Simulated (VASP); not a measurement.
Wanted: the native input for a VASP 6.6.1 run.

```yaml
Task: relaxation of shape and atoms at fixed volume
Functional: PBE
Potentials_or_basis: VASP PAW PBE potentials, release 64 (Al, Ni, Pd)
Cutoff: 600 eV
k_mesh: 10 × 10 × 6
Occupations: gaussian, width 0.1 eV
Spin: no spin polarisation
Dipole_correction: no
Further_INCAR_settings: ALGO = Fast; EDIFF = 1e-06; IBRION = 2; EDIFFG = -0.01; NSW = 50; ISIF = 4
```

The structure of Al4NiPd3 lies in POSCAR:

```
Al4NiPd3
1.0
    4.1894341150      0.0000000000      0.0000000000
    0.0000000000      4.1894341150      0.0000000000
    0.0000000000      0.0000000000      5.9944919683
Al Ni Pd
4 1 3
Direct
    0.5000000000      0.0000000000      0.7590980000
    0.0000000000      0.5000000000      0.7590980000
    0.5000000000      0.0000000000      0.2409020000
    0.0000000000      0.5000000000      0.2409020000
    0.5000000000      0.5000000000      0.0000000000
    0.0000000000      0.0000000000      0.0000000000
    0.0000000000      0.0000000000      0.5000000000
    0.5000000000      0.5000000000      0.5000000000
```

These files were run (other wordings do the same):

INCAR

```
ALGO = Fast
EDIFF = 1E-6
EDIFFG = -0.01
ENCUT = 600
GGA = PE
IBRION = 2
ISIF = 4
ISMEAR = 0
LASPH = True
LCHARG = False
LREAL = False
LWAVE = False
NELM = 80
NSW = 50
PREC = Accurate
SIGMA = 0.1
```

KPOINTS

```
k-points
0
Gamma
  10 10 6
```

Potentials or basis: VASP PAW PBE potentials, release 64 (Al, Ni, Pd).

Launch:

```bash
$ cat potpaw_PBE.64/Al/POTCAR potpaw_PBE.64/Ni/POTCAR potpaw_PBE.64/Pd/POTCAR > POTCAR
$ mpirun -np 1 vasp_std > vasp.out
```

Results of the run:

```yaml
Pressure_after_relaxing: 11.0 GPa
Largest_force_after_relaxing: 0.007 eV/Å
Band_gap_on_the_k_mesh: zero (bands 26 and 27 overlap by 3.25 eV)
```

Caveat: the relaxation stopped at its first step, so nothing moved.

Run time: 2.4 min on 1 thread of Intel(R) Xeon(R) 6975P-C (Granite Rapids), with other jobs on the host, peak memory 0.47 GiB.
